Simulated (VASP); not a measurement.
Set up this calculation in VASP 6.6.1, as the native input.

```
Task                   : relaxation of cell and atoms
Functional             : PBE
Potentials or basis    : VASP PAW PBE potentials, release 64 (Ba_sv, Be, Ag)
Cutoff                 : 600 eV
k mesh                 : 4 × 4 × 4
Occupations            : gaussian, width 0.1 eV
Spin                   : no spin polarisation
Dipole correction      : no
Further INCAR settings : ALGO = Fast; EDIFF = 1e-06; IBRION = 2; EDIFFG = -0.04; NSW = 90; ISIF = 3
```

The structure of BaBe4Ag lies in POSCAR:

```
BaBe4Ag
1.0
    0.0000000000      3.4576166464      3.4576166464
    3.4576166464      0.0000000000      3.4576166464
    3.4576166464      3.4576166464      0.0000000000
Ba Be Ag
1 4 1
Direct
    0.0000000000      0.0000000000      0.0000000000
    0.3750000000      0.8750000000      0.3750000000
    0.3750000000      0.3750000000      0.8750000000
    0.3750000000      0.3750000000      0.3750000000
    0.8750000000      0.3750000000      0.3750000000
    0.7500000000      0.7500000000      0.7500000000
```

The input as run:

INCAR

```
SYSTEM = BaBe4Ag
ALGO = Fast
EDIFF = 1E-6
EDIFFG = -0.04
ENCUT = 600
GGA = PE
IBRION = 2
ISIF = 3
ISMEAR = 0
LASPH = .TRUE.
LCHARG = .FALSE.
LREAL = .FALSE.
LWAVE = .FALSE.
NELM = 100
NSW = 90
PREC = Accurate
SIGMA = 0.1
```

KPOINTS

```
k-points
0
G
  4 4 4
  0 0 0
```

Potentials or basis: VASP PAW PBE potentials, release 64 (Ba_sv, Be, Ag).

Command:

```console
$ cat potpaw_PBE.64/Ba_sv/POTCAR potpaw_PBE.64/Be/POTCAR potpaw_PBE.64/Ag/POTCAR > POTCAR
$ mpirun -np 1 vasp_std > vasp.out
```

It gave:

```
Relaxed volume                         : 16.20 Å³/atom
Relaxed cell                           : a = 5.161 Å, b = 5.161 Å, c = 5.161 Å, α = 60.00°, β = 60.00°, γ = 60.00°
Space group after relaxing (to 0.05 Å) : F-43m (No. 216)
Energy gained by relaxing              : 107.5 meV/atom
Ionic steps                            : 10
Pressure after relaxing                : 0.0 GPa
```

Caveat: the k points lie up to 0.37 Å⁻¹ apart in the final cell; the volume moved by over 15 % at a fixed basis, so the end points are rough.

Run time: 78 s on 1 thread of Intel(R) Xeon(R) 6975P-C (Granite Rapids), on a shared host, peak memory 0.26 GiB.
